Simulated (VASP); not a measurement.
The system is SiO2.

```xyz
6
Lattice="0.0000 3.7304 3.7304 3.7304 0.0000 3.7304 3.7304 3.7304 0.0000" Properties=species:S:1:pos:R:3 pbc="T T T"
Si    3.7304    3.7304    3.7304
Si    5.5956    5.5956    5.5956
O     4.6630    4.6630    4.6630
O     4.6630    2.7978    2.7978
O     2.7978    2.7978    4.6630
O     2.7978    4.6630    2.7978
```

```yaml
Program: VASP 6.6.1
Task: relaxation of cell and atoms
Functional: LDA
Potentials_or_basis: VASP PAW LDA potentials, release 64 (Si, O)
Cutoff: 600 eV
k_mesh: 6 × 6 × 6
Occupations: gaussian, width 0.02 eV
Spin: no spin polarisation
```

At the start: pressure -4.7 GPa; volume 17.30 Å³/atom.

**Question.** How do energy, volume and symmetry change on relaxing?

**Answer.** Over 4 steps the energy falls by 8.3 meV/atom and the volume is 16.75 Å³/atom (-3.2 %); space group Fd-3m (No. 227, to 0.1 Å) before and after.

The path:
| step | energy change (eV) | largest force (eV/Å) | pressure (GPa) | volume (Å³) |
| --- | --- | --- | --- | --- |
| 1 | 0.0000 | 0.0000 | -4.71 | 103.82 |
| 2 | 0.0406 | 0.0000 | 7.16 | 96.36 |
| 3 | -0.0495 | 0.0000 | -0.05 | 100.57 |
| 4 | -0.0495 | 0.0000 | 0.04 | 100.50 |

Final structure:
```
Si O
1.0
     0.00000    3.69020    3.69020
     3.69020    0.00000    3.69020
     3.69020    3.69020    0.00000
Si O
2 4
Cartesian
  3.6902 3.6902 3.6902
  5.5353 5.5353 5.5353
  4.6127 4.6127 4.6127
  4.6127 2.7676 2.7676
  2.7676 2.7676 4.6127
  2.7676 4.6127 2.7676
```
